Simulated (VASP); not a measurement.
RbBr, 16 atoms in the cell. The typed cell holds 16 atoms: a = 8.361 Å, b = 8.361 Å, c = 8.361 Å, α = 90.00°, β = 90.00°, γ = 90.00°.  This cell differs from its parent crystal: dynamics (nve) at 1200 K, volume x 1.04, from the last frame before.

```yaml
Program: VASP 6.6.1
Task: single point
Functional: PBE
Potentials_or_basis: VASP PAW PBE potentials, release 64 (Rb_sv, Br)
Cutoff: 520 eV
k_mesh: 1 × 1 × 1
Occupations: fermi-dirac, width 0.1034 eV
Spin: no spin polarisation
Dipole_correction: no
Further_INCAR_settings: LREAL = Auto; ALGO = Normal; EDIFF = 1e-06; NBANDS = 78
```

Potentials or basis: VASP PAW PBE potentials, release 64 (Rb_sv, Br).

Command:

```sh
$ cat potpaw_PBE.64/Rb_sv/POTCAR potpaw_PBE.64/Br/POTCAR > POTCAR
$ mpirun -np 1 vasp_gam > vasp.out
```

Hardware: 1 thread of AMD EPYC 9R45 96-Core Processor (Zen 5), with other jobs on the host.

**Question.** How long does it take, and how much memory?

**Answer.** Run time: 38 s on 1 thread of AMD EPYC 9R45 96-Core Processor (Zen 5), with other jobs on the host, peak memory 0.48 GiB. Counts: scf iterations 14, k points 1.
